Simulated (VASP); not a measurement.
Be2CdO3:

```
Be Cd O
1.0
    -0.03735    0.07166   -4.72807
     0.00566    5.12214   -0.07867
     4.53451   -2.55611    0.07526
Be Cd O
4 2 6
Direct
  0.49963 0.14458 0.62704
  0.99987 0.48459 0.64279
  0.99680 0.84798 0.36298
  0.50773 0.50318 0.35875
  0.48562 0.83673 0.01080
  0.00629 0.18575 0.01029
  0.32930 0.42493 0.58758
  0.35329 0.84478 0.42929
  0.46213 0.24922 0.99253
  0.86920 0.16851 0.56807
  0.86090 0.57156 0.41440
  0.94863 0.73818 0.99548
```

```yaml
Program: VASP 6.6.1
Task: relaxation of cell and atoms
Functional: PBE
Potentials_or_basis: VASP PAW PBE potentials, release 64 (Be, Cd, O)
Cutoff: 600 eV
k_mesh: 4 × 4 × 4
Occupations: gaussian, width 0.1 eV
Spin: no spin polarisation
```

At the start: pressure 4.8 GPa; volume 9.15 Å³/atom.

Task: How do energy, volume and symmetry change on relaxing?

Result: Over 12 steps the energy falls by 62.3 meV/atom and the volume is 9.33 Å³/atom (+1.9 %); space group Cmc2_1 (No. 36, to 0.05 Å).

The path:
```tsv
step	energy change (eV)	largest force (eV/Å)	pressure (GPa)	volume (Å³)
1	0.0000	2.5264	4.82	109.85
2	-0.6074	0.7575	-3.37	114.27
3	-0.6164	0.7779	-2.72	113.75
4	-0.7136	0.2593	0.37	111.65
5	-0.7193	0.2942	1.40	111.01
6	-0.7399	0.1279	-0.02	111.92
7	-0.7403	0.1275	-0.25	112.07
8	-0.7447	0.0860	-0.10	111.97
9	-0.7456	0.0782	0.02	111.89
10	-0.7468	0.0273	0.03	111.88
11	-0.7469	0.0337	0.03	111.87
12	-0.7471	0.0143	-0.03	111.91
```

Final structure:
```
Be Cd O
1.0
     0.00184   -0.00035   -4.73265
    -0.00118    5.19459    0.00033
     4.55256   -2.59774   -0.00123
Be Cd O
4 2 6
Direct
  0.50344 0.16552 0.64022
  0.00333 0.47441 0.63969
  0.00320 0.83455 0.35989
  0.50348 0.52545 0.36025
  0.48750 0.81126 0.00023
  0.98794 0.18878 0.99946
  0.35192 0.41776 0.57702
  0.35174 0.84088 0.42326
  0.46166 0.25440 0.00014
  0.85179 0.15907 0.57691
  0.85202 0.58206 0.42295
  0.96139 0.74586 0.99999
```
